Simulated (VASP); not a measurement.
# Nb16N (a cell with a defect) in VASP: single point with PBE

Aim: the single point of Nb16N (a cell with a defect) with PBE.

Program: VASP 6.6.1. These are calculated values, not measurements. Logs are shortened: lines on timing, memory, paths and dates and some standing lists are left out, and cuts for length are marked.

### 1 The cell of the first run

The cell holds a defect, 17 atoms: a = 6.600 Å, b = 6.600 Å, c = 6.600 Å, α = 90.00°, β = 90.00°, γ = 90.00°.

### 2 Single point, PBE

The input, INCAR:

```
PREC = Accurate
ENCUT = 520
EDIFF = 1E-6
ISMEAR = 0
SIGMA = 0.15
LREAL = Auto
LASPH = True
NELM = 100
ALGO = Normal
ISIF = 2
LWAVE = False
LCHARG = False
GGA = PE
NBANDS = 120
```

The input, KPOINTS:

```
regular mesh
0
Gamma
  3 3 3
```

The input, POSCAR:

```
Nb16N
1.0
    6.6000000000      0.0000000000      0.0000000000
    0.0000000000      6.6000000000      0.0000000000
    0.0000000000      0.0000000000      6.6000000000
Nb N
16 1
Direct
    0.0002243911      0.0070457404      0.0443650885
    0.5002049081      0.0070586198      0.0014619919
    0.0001894966      0.5070688243      0.0014799445
    0.0001819064      0.0070579489      0.4560043725
    0.2586650602      0.2655208187      0.2501976350
    0.5002276630      0.5071158130     -0.0034399666
    0.5001938826      0.0070450675      0.4989426161
    0.7417895107      0.2654944827      0.2501911876
    0.0001900373      0.5070777814      0.4989163704
    0.2586148734      0.7486619302      0.2501956093
    0.2447082059      0.2515852591      0.7501936224
    0.5002291994      0.5071142430      0.5038391586
    0.7417326175      0.7486828310      0.2501901651
    0.7558386276      0.2514688775      0.7501964304
    0.2445490594      0.7626074135      0.7501934720
    0.7557844992      0.7626699793      0.7501967245
    0.0002320616      0.0072202697      0.7501869779
```

Potentials or basis: VASP PAW PBE potentials, release 64 (Nb_sv, N).

Command:

```console
cat potpaw_PBE.64/Nb_sv/POTCAR potpaw_PBE.64/N/POTCAR > POTCAR
mpirun -np 1 vasp_std > vasp.out
```

OUTCAR:

```text
PREC = Accurate
   ENCUT = 520
   EDIFF = 1E-6
   ISMEAR = 0
   LREAL = Auto
   LASPH = True
   NELM = 100
   ISIF = 2
   GGA = PE

 ion  position               nearest neighbor table
   1  0.000  0.007  0.044-  17 1.94   4 2.72  10 2.77  13 2.77   8 2.77   5 2.77  15 3.00  14 3.00
                            16 3.00  11 3.00
   2  0.500  0.007  0.001-  13 2.85  10 2.85   5 2.85   8 2.85  16 2.86  11 2.86  14 2.86  15 2.86

   3  0.000  0.507  0.001-   8 2.85  10 2.85   5 2.85  13 2.85  15 2.86  14 2.86  11 2.86  16 2.86
[... 21 lines left out ...]
  14  0.756  0.251  0.750-  17 2.28   3 2.86   9 2.86   2 2.86   7 2.86  12 2.89   6 2.89   4 3.00
                             1 3.00
  15  0.245  0.763  0.750-  17 2.28   9 2.86   3 2.86   7 2.86   2 2.86  12 2.89   6 2.89   1 3.00
                             4 3.00
  16  0.756  0.763  0.750-  17 2.28   7 2.86   2 2.86   9 2.86   3 2.86  12 2.89   6 2.89   4 3.00
                             1 3.00
  17  0.000  0.007  0.750-   1 1.94   4 1.94  14 2.28  11 2.28  15 2.28  16 2.28

  LATTYP: Found a simple cubic cell.
 ALAT       =     6.6000000000

  Lattice vectors:

 A1 = (   6.6000000000,   0.0000000000,   0.0000000000)
 A2 = (   0.0000000000,   6.6000000000,   0.0000000000)
 A3 = (   0.0000000000,   0.0000000000,   6.6000000000)

Analysis of symmetry for initial positions (statically):
=====================================================================
 Subroutine PRICEL returns:
 Original cell was already a primitive cell.

 Routine SETGRP: Setting up the symmetry group for a
 simple cubic supercell.

 Subroutine GETGRP returns: Found  1 space group operations
 (whereof  1 operations were pure point group operations)
 out of a pool of 48 trial point group operations.

The static configuration has the point symmetry C_1 .

Analysis of symmetry for dynamics (positions and initial velocities):
=====================================================================
 Subroutine PRICEL returns:
 Original cell was already a primitive cell.

 Routine SETGRP: Setting up the symmetry group for a
 simple cubic supercell.

 Subroutine GETGRP returns: Found  1 space group operations
 (whereof  1 operations were pure point group operations)
 out of a pool of 48 trial point group operations.

The dynamic configuration has the point symmetry C_1 .

 Subroutine INISYM returns: Found  1 space group operations
 (whereof  1 operations are pure point group operations),
 and found     1 'primitive' translations

----------------------------------------------------------------------------------------
[... 120 lines left out ...]
   POTIM  = 0.5000    time-step for ionic-motion
   TEBEG  =    0.0;   TEEND  =   0.0 temperature during run
   PSTRESS=    0.0 pullay stress
   NELECT =     213.0000    total number of electrons
   NUPDOWN=      -1.0000    fix difference up-down
   EMIN   =  10.00;   EMAX   =-10.00  energy-range for DOS
   EFERMI =   0.00;   METHOD = LEGACY
   ISMEAR =     0;   SIGMA  =   0.15  broadening in eV -4-tet -1-fermi 0-gaus
   EFERMI_NEDOS =   21; number of points for ismear=-14 and -15
   IALGO  =     38    algorithm
   IMIX   =      4    mixing-type and parameters
     AMIX     =   0.40;   BMIX     =  1.00
     AMIX_MAG =   1.60;   BMIX_MAG =  1.00
  volume/ion in A,a.u.               =      16.91       114.12
  Fermi-wavevector in a.u.,A,eV,Ry     =   1.481349  2.799344 29.856560  2.194395
  Thomas-Fermi vector in A             =   2.595270
   LORBIT       =      0    0 simple, 1 ext, 2 COOP (PROOUT), +10 PAW based schemes
   GGA     = PE    functional components
   LHFCALC =     F    Hartree Fock is set to
   AEXX    =    0.0000 exact exchange contribution
   IVDW    =     0    specifies the selected vdW correction
   LEPSILON=     F    determine dielectric tensor
   LRPA    =     F    only Hartree local field effects (RPA)
 non-spin polarized calculation
 Gauss-broadening in eV      SIGMA  =   0.15
  energy-cutoff  :      520.00
  volume of cell :      287.50
 maximum number of plane-waves:      7809
 NGX is ok and might be reduce to    50
   NGX = 25   NGY = 25   NGZ = 25

 number of electron     213.0000008 magnetization

 Free energy of the ion-electron system (eV)
  ---------------------------------------------------
  ext. energy  EPLUGINS =         0.00000000
  ---------------------------------------------------
  free energy    TOTEN  =      -173.68870684 eV

  energy without entropy =     -173.53317830  energy(sigma->0) =     -173.61094257

 E-fermi :  11.5290     XC(G=0): -12.6278

 val. band max:       11.4973456285   @ k =   0.3333   0.0000   0.0000
 cond. band min:      11.5653861010   @ k =   0.0000   0.3333   0.3333
 fundamental gap:      0.0680404724
 Fermi energy:        11.5289934087

 k-point     1 :       0.0000    0.0000    0.0000
  band No.  band energies     occupation
      1     -42.9882      2.00000
      2     -42.8879      2.00000
      3     -42.8874      2.00000
      4     -42.8663      2.00000
      5     -42.8032      2.00000
      6     -42.6938      2.00000
[... 1683 lines left out ...]
    117      13.6963      0.00000
    118      13.7389      0.00000
 [bands above 118 left out]

------------------------ aborting loop because EDIFF is reached ----------------------------------------

  FORCE on cell =-STRESS in cart. coord.  units (eV):
  Direction    XX          YY          ZZ          XY          YZ          ZX
  --------------------------------------------------------------------------------------
  -------------------------------------------------------------------------------------
  Total        6.0177334      6.0205554     20.9549301     -0.0038787     -0.0001208     -0.0015978
  in kB       33.5360352     33.5517618    116.7790648     -0.0216153     -0.0006731     -0.0089046
  external PRESSURE =      61.2889539 kB  Pullay stress =       0.0000000 kB

 VOLUME and BASIS-vectors are now :
 -----------------------------------------------------------------------------
  energy-cutoff  :      520.00
  volume of cell :      287.50
      direct lattice vectors                 reciprocal lattice vectors
     6.600000000  0.000000000  0.000000000     0.151515152  0.000000000  0.000000000
     0.000000000  6.600000000  0.000000000     0.000000000  0.151515152  0.000000000
     0.000000000  0.000000000  6.600000000     0.000000000  0.000000000  0.151515152

 POSITION                                       TOTAL-FORCE (eV/Angst)
 -----------------------------------------------------------------------------------
      0.00148      0.04650      0.29281        -0.000151      0.003146     -0.037493
      3.30135      0.04659      0.00965        -0.000446      0.002804      0.004658
      0.00125      3.34665      0.00977         0.001165      0.001568      0.003963
      0.00120      0.04658      3.00963         0.002869      0.002271      0.038637
      1.70719      1.75244      1.65130        -0.006988     -0.007356     -0.000206
      3.30150      3.34696      6.57730        -0.000075     -0.001327     -0.021565
[... 9 lines left out ...]
      4.98818      5.03362      4.95130        -0.006036     -0.006521      0.000218
      0.00153      0.04765      4.95123         0.000190     -0.005518     -0.000418
 -----------------------------------------------------------------------------------
    total drift:                               -0.001256      0.003881      0.001535

  FREE ENERGIE OF THE ION-ELECTRON SYSTEM (eV)
  ---------------------------------------------------
  free  energy   TOTEN  =      -173.6887068354 eV

  energy  without entropy=     -173.5331782974  energy(sigma->0) =     -173.61094257
```

OSZICAR:

```text
N       E                     dE             d eps       ncg     rms          rms(c)
DAV:   1     0.320769801898E+04    0.32077E+04   -0.11642E+05  3360   0.189E+03
DAV:   2     0.131703889717E+03   -0.30760E+04   -0.30294E+04  3784   0.832E+02
DAV:   3    -0.151691614507E+03   -0.28340E+03   -0.27474E+03  5376   0.175E+02
[... 11 lines left out ...]
DAV:  15    -0.173688710892E+03   -0.29793E-04   -0.23294E-04  5424   0.748E-02    0.286E-02
DAV:  16    -0.173688708911E+03    0.19812E-05   -0.88928E-05  5488   0.473E-02    0.130E-02
DAV:  17    -0.173688708080E+03    0.83085E-06   -0.18770E-05  5304   0.198E-02    0.646E-03
DAV:  18    -0.173688706937E+03    0.11435E-05   -0.22817E-06  2440   0.105E-02    0.346E-03
DAV:  19    -0.173688706835E+03    0.10135E-06   -0.13040E-06  2216   0.572E-03
   1 F= -.17368871E+03 E0= -.17361094E+03  d E =-.155529E+00
```

Wall time 23 min (1 thread of AMD EPYC 7R13 (Zen 3), shared host); peak memory 0.49 GiB.

Results:

```
Free energy            : -173.6887 eV
Pressure               : 6.1 GPa
Largest force          : 0.039 eV/Å
Band gap on the k mesh : zero (an odd number of electrons rules out a gap without spin polarisation)
```

Forces on the atoms (eV/Å):
```
Nb   0.000  0.003 -0.037
Nb   0.000  0.003  0.005
Nb   0.001  0.002  0.004
Nb   0.003  0.002  0.039
Nb  -0.007 -0.007  0.000
Nb   0.000 -0.001 -0.022
Nb   0.000  0.004 -0.005
Nb   0.005 -0.005  0.000
Nb   0.000  0.001 -0.004
Nb  -0.004  0.003  0.000
Nb   0.001 -0.001  0.000
Nb  -0.001 -0.001  0.021
Nb   0.007  0.003  0.000
Nb  -0.007  0.008  0.000
Nb   0.009 -0.001  0.000
Nb  -0.006 -0.007  0.000
N    0.000 -0.006  0.000
```

The gap in the log of VASP goes by the Fermi energy; the results here count the filled bands.